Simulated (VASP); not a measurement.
Crystal: CO2.

```
C O
1.0
     4.33500    0.00000    0.00000
     0.00000    4.33500    0.00000
     0.00000    0.00000    6.10200
C O
4 8
Direct
  0.49979 0.49979 0.00000
  0.00021 0.99979 0.25000
  0.50021 0.50021 0.50000
  0.99979 0.00021 0.75000
  0.18914 0.18895 0.25008
  0.31105 0.68914 0.50008
  0.81086 0.81105 0.75008
  0.68895 0.31086 0.00008
  0.68914 0.31105 0.49992
  0.81105 0.81086 0.24992
  0.31086 0.68895 0.99992
  0.18895 0.18914 0.74992
```

Program: VASP 6.6.1. Alike in all runs: potentials or basis VASP PAW PBE potentials, release 64 (C, O); no spin polarisation; cell as given; k mesh 5 × 5 × 4; cutoff (eV) 520; smearing fermi-dirac 0.02 eV.

Task: Order these runs on this cell by their pressure, lowest first.
A. level PBE
B. level PBEsol
C. level r2SCAN

Result: C (15.8 GPa), B (17.8 GPa), A (21.6 GPa).

Caveats: the PAW data sets were made with another functional, which shifts forces and pressure a little (some runs).
